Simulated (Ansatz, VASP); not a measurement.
## Mg7Te: VASP beside Ansatz

INCAR

```
SYSTEM = Mg7Te
ALGO = Normal ; EDIFF = 1E-6
EDIFFG = -0.08 ; ENCUT = 600
GGA = PE ; IBRION = 2
ISIF = 3 ; ISMEAR = 0
LASPH = .True. ; LCHARG = .False.
LREAL = .False. ; LWAVE = .False.
NELM = 100 ; NSW = 36
PREC = Accurate ; SIGMA = 0.2
```

KPOINTS

```
k-points
0
Gamma
  4 4 4
  0 0 0
```

Contents of POSCAR:

```
Mg7Te
1.0
   -3.3200000000      3.3200000000      3.3200000000
    3.3200000000     -3.3200000000      3.3200000000
    3.3200000000      3.3200000000     -3.3200000000
Mg Te
7 1
Direct
    0.0000000000      0.5000000000      0.0000000000
    0.5000000000      0.5000000000      0.0000000000
    0.5000000000      0.0000000000      0.0000000000
    0.5000000000      0.0000000000      0.5000000000
    0.5000000000      0.5000000000      0.5000000000
    0.0000000000      0.5000000000      0.5000000000
    0.0000000000      0.0000000000      0.5000000000
    0.0000000000      0.0000000000      0.0000000000
```

Input for Ansatz:

```yaml
crystal:
  lattice:
    - [-3.32, 3.32, 3.32]
    - [3.32, -3.32, 3.32]
    - [3.32, 3.32, -3.32]
  atoms:
    - { symbol: Mg, position: [0.0, 0.5, 0.0] }
    - { symbol: Mg, position: [0.5, 0.5, 0.0] }
    - { symbol: Mg, position: [0.5, 0.0, 0.0] }
    - { symbol: Mg, position: [0.5, 0.0, 0.5] }
    - { symbol: Mg, position: [0.5, 0.5, 0.5] }
    - { symbol: Mg, position: [0.0, 0.5, 0.5] }
    - { symbol: Mg, position: [0.0, 0.0, 0.5] }
    - { symbol: Te, position: [0.0, 0.0, 0.0] }
basis:
  ecutwfc: 420
kpoints:
  mp_grid: { grid: [4, 4, 4] }
hamiltonian:
  xc: pbe
scf:
  occupations: { method: gaussian, width: 0.2 }
  lower_state_search: "off"
output:
  forces: true
  stress: true
  eigenvalues: true
relax:
  adjacent_minimum: "off"
  f_tol: 0.08
  max_steps: 16
  cell: { stress_tol: 0.8 }
```

Alike in both runs: task relaxation of cell and atoms; functional PBE; k mesh 4 × 4 × 4; occupations gaussian, width 0.2 eV; no spin polarisation.

|  | VASP | Ansatz |
| --- | --- | --- |
| version | VASP 6.6.1 | Ansatz 0.2.0 |
| potentials or method | VASP PAW PBE potentials, release 64 (Mg, Te), cutoff 600 eV | scalar-relativistic, plane waves, PAW |
| valence electrons in the cell | 20 | 86 |

VASP gave:

- gap on the k mesh at the Fermi level, each at its own relaxed structure (eV): none
- relaxed volume (Å³/atom): 24.03
- relaxed length of the cell vector where the two differ most in proportion (Å): 6.297

Q: Estimate Ansatz's values.

A: gap on the k mesh at the Fermi level, each at its own relaxed structure (eV): none; relaxed volume (Å³/atom): 23.81; relaxed length of the cell vector where the two differ most in proportion (Å): 6.278.

A gap of «none» marks a metal or a gap that the smearing closes. VASP's potentials hold 20 valence electrons a cell and Ansatz's 86, so a difference there can come from the potentials and not from the codes.

Neither program's run includes spin-orbit coupling. Noted on VASP's run: the volume moved by over 15 % at a fixed basis, so the end points are rough.
